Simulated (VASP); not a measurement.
# As (R-3m) in VASP: a series of runs, part 2 of 2

VASP 6.6.1. Earlier steps stand in the parts before.

## Step 3: Single point, LDA

INCAR

```
SYSTEM = As
  PREC = Accurate
  ENCUT = 500
  EDIFF = 1E-6
  ISMEAR = -1
  SIGMA = 0.1
  LREAL = .False.
  LASPH = .True.
  NELM = 120
  ALGO = Normal
  ISIF = 2
  LWAVE = .False.
  LCHARG = .False.
  GGA = CA
  NBANDS = 12
  GGA_COMPAT = .False.
```

KPOINTS

```
regular mesh
0
Gamma
  15 15 15
  0 0 0
```

POSCAR

```
As
1.0
    1.8799878575      1.0854114956      3.3276505507
   -1.8799878575      1.0854114956      3.3276505507
    0.0000000000     -2.1708229912      3.3276505507
As
2
Direct
    0.7695128170      0.7695128170      0.7695128170
    0.2304871830      0.2304871830      0.2304871830
```

Potentials or basis: VASP PAW LDA potentials, release 64 (As).

Command:

```bash
> cat potpaw_LDA.64/As/POTCAR > POTCAR
> mpirun -np 1 vasp_std > vasp.out
```

Run time: 3.7 min. Hardware: 1 thread of Intel Xeon 8259CL, shared host; peak memory 0.25 GiB.

Results (log left out):

```yaml
Free_energy: -10.7846 eV
Pressure: 0.5 GPa
Largest_force: 0.079 eV/Å
Band_gap_on_the_k_mesh: zero (bands 5 and 6 overlap by 0.15 eV)
```

Forces in eV/Å, atoms in the order of the input:
```
As   0.000  0.000 -0.079
As   0.000  0.000  0.079
```

Stress tensor (GPa, compression positive):
```
0.51 0.00 0.00
0.00 0.51 0.00
0.00 0.00 0.42
```

Levels at points of the mesh, in eV from the Fermi level:
```tsv
k point	band 1	band 2	band 3	band 4	band 5	band 6	band 7	band 8	band 9	band 10
(0.00, 0.00, 0.00)	-15.34	-5.48	-2.40	-2.13	-2.13	2.13	3.17	3.17	6.47	6.47
```

## Step 4: Single point, LDA

INCAR

```
ALGO = Normal
EDIFF = 1E-6
ENCUT = 500
GGA_COMPAT = False
ISIF = 2
ISMEAR = -1
LASPH = True
LCHARG = False
LREAL = False
LWAVE = False
NBANDS = 12
NELM = 120
PREC = Accurate
SIGMA = 0.1
```

KPOINTS

```
k-points
0
Gamma
  17 17 17
```

POSCAR is that of step 3.

Potentials or basis: VASP PAW LDA potentials, release 64 (As).

Command:

```bash
> cat potpaw_LDA.64/As/POTCAR > POTCAR
> mpirun -np 1 vasp_std > vasp.out
```

OUTCAR:

```text
EDIFF = 1E-6
   ENCUT = 500
   ISIF = 2
   ISMEAR = -1
   LASPH = True
   LREAL = False
   NELM = 120
   PREC = Accurate

 ion  position               nearest neighbor table
   1  0.770  0.770  0.770-   2 2.52   2 2.52   2 2.52
   2  0.230  0.230  0.230-   1 2.52   1 2.52   1 2.52

  LATTYP: Found a trigonal (rhomboedric) cell.
 ALAT       =     3.9731260547
 COS(alpha) =     0.5522089635

  Lattice vectors:

 A1 = (   1.8799878575,   1.0854114956,   3.3276505507)
 A2 = (  -1.8799878575,   1.0854114956,   3.3276505507)
 A3 = (   0.0000000000,  -2.1708229912,   3.3276505507)

Analysis of symmetry for initial positions (statically):
=====================================================================
 Subroutine PRICEL returns:
 Original cell was already a primitive cell.

 Routine SETGRP: Setting up the symmetry group for a
 trigonal (rhombohedral) supercell.

 Subroutine GETGRP returns: Found 12 space group operations
 (whereof 12 operations were pure point group operations)
 out of a pool of 12 trial point group operations.

The static configuration has the point symmetry D_3d.

Analysis of symmetry for dynamics (positions and initial velocities):
=====================================================================
 Subroutine PRICEL returns:
 Original cell was already a primitive cell.

 Routine SETGRP: Setting up the symmetry group for a
 trigonal (rhombohedral) supercell.

 Subroutine GETGRP returns: Found 12 space group operations
 (whereof 12 operations were pure point group operations)
 out of a pool of 12 trial point group operations.

The dynamic configuration has the point symmetry D_3d.

 Subroutine INISYM returns: Found 12 space group operations
 (whereof 12 operations are pure point group operations),
 and found     1 'primitive' translations

----------------------------------------------------------------------------------------

                                     Primitive cell

  volume of cell :      40.7416
[... 117 lines left out ...]
   IVDW    =     0    specifies the selected vdW correction
   LEPSILON=     F    determine dielectric tensor
   LRPA    =     F    only Hartree local field effects (RPA)
 non-spin polarized calculation
  energy-cutoff  :      500.00
  volume of cell :       40.74
 maximum number of plane-waves:      1056
 NGX is ok and might be reduce to    30
   NGX = 15   NGY = 15   NGZ = 15

 number of electron      10.0000001 magnetization

 Free energy of the ion-electron system (eV)
  ---------------------------------------------------
  ext. energy  EPLUGINS =         0.00000000
  ---------------------------------------------------
  free energy    TOTEN  =       -10.78404990 eV

  energy without entropy =      -10.77620260  energy(sigma->0) =      -10.78012625

 E-fermi :   6.0123     XC(G=0): -10.4160

 val. band max:        5.9848793873   @ k =   0.4118   0.0588   0.0588
 cond. band min:       6.0377567629   @ k =   0.4706   0.0588   0.0588
 fundamental gap:      0.0528773757
 Fermi energy:         6.0122930178

 k-point     1 :       0.0000    0.0000    0.0000
  band No.  band energies     occupation
      1      -9.3310      2.00000
      2       0.5298      2.00000
      3       3.6170      2.00000
      4       3.8880      2.00000
      5       3.8880      2.00000
      6       8.1485      0.00000
      7       9.1822      0.00000
      8       9.1822      0.00000
      9      12.4815      0.00000
     10      12.4815      0.00000
     11      12.9164      0.00000
     12      14.6076      0.00000
[... 331 lines left out ...]
 k-point    24 :      -0.1176    0.0588   -0.0000
  band No.  band energies     occupation
      1      -9.0224      2.00000
      2      -0.6237      2.00000
      3       3.3434      2.00000
      4       3.9122      2.00000
      5       4.2575      2.00000
      6       8.1055      0.00000
      7       8.2431      0.00000
      8       9.0784      0.00000
      9      11.4508      0.00000
     10      12.3927      0.00000
     11      12.9613      0.00000
     12      15.4440      0.00000

 [... further k-points ...]

------------------------ aborting loop because EDIFF is reached ----------------------------------------

  FORCE on cell =-STRESS in cart. coord.  units (eV):
  Direction    XX          YY          ZZ          XY          YZ          ZX
  --------------------------------------------------------------------------------------
  -------------------------------------------------------------------------------------
  Total        0.1326905      0.1326905      0.1098042     -0.0000000      0.0000000      0.0000000
  in kB        5.2180951      5.2180951      4.3180850     -0.0000000      0.0000000      0.0000000
  external PRESSURE =       4.9180917 kB  Pullay stress =       0.0000000 kB

 VOLUME and BASIS-vectors are now :
 -----------------------------------------------------------------------------
  energy-cutoff  :      500.00
  volume of cell :       40.74
      direct lattice vectors                 reciprocal lattice vectors
     1.879987857  1.085411496  3.327650551     0.265959165  0.153551595  0.100170775
    -1.879987857  1.085411496  3.327650551    -0.265959165  0.153551595  0.100170775
     0.000000000 -2.170822991  3.327650551     0.000000000 -0.307103191  0.100170775

 POSITION                                       TOTAL-FORCE (eV/Angst)
 -----------------------------------------------------------------------------------
      0.00000      0.00000      7.68201         0.000000     -0.000000     -0.074299
      0.00000      0.00000      2.30094         0.000000      0.000000      0.074299
 -----------------------------------------------------------------------------------
    total drift:                               -0.000000      0.000000      0.000000

  FREE ENERGIE OF THE ION-ELECTRON SYSTEM (eV)
  ---------------------------------------------------
  free  energy   TOTEN  =       -10.7840498952 eV

  energy  without entropy=      -10.7762025954  energy(sigma->0) =      -10.78012625
```

Run time: 4.8 min. Hardware: 1 thread of Intel Xeon 8259CL, shared host; peak memory 0.3 GiB.

What came out:

```
Free energy            : -10.7840 eV
Pressure               : 0.5 GPa
Largest force          : 0.074 eV/Å
Band gap on the k mesh : zero (bands 5 and 6 overlap by 0.32 eV)
```

Forces on the atoms (eV/Å):
```
As   0.000  0.000 -0.074
As   0.000  0.000  0.074
```

Levels at points of the mesh, in eV from the Fermi level:
```csv
k point,band 3,band 4,band 5,band 6,band 7,band 8
"(0.00, 0.00, 0.00)",-2.40,-2.12,-2.12,2.14,3.17,3.17
```

## Step 5: Summary

| k mesh | gap on the mesh (eV) | pressure (GPa) | largest force (eV/Å) |
| --- | --- | --- | --- |
| 11 × 11 × 11 | none | 0.5 | 0.08 |
| 15 × 15 × 15 | none | 0.5 | 0.08 |
| 17 × 17 × 17 | none | 0.5 | 0.07 |

Alike in all rows: task single point; level LDA; potentials or basis VASP PAW LDA potentials, release 64 (As); no spin polarisation; cell as given; cutoff (eV) 500; smearing fermi-dirac 0.1 eV.

Total energies depend on the potentials used, so only differences within one code and one set of settings carry meaning.
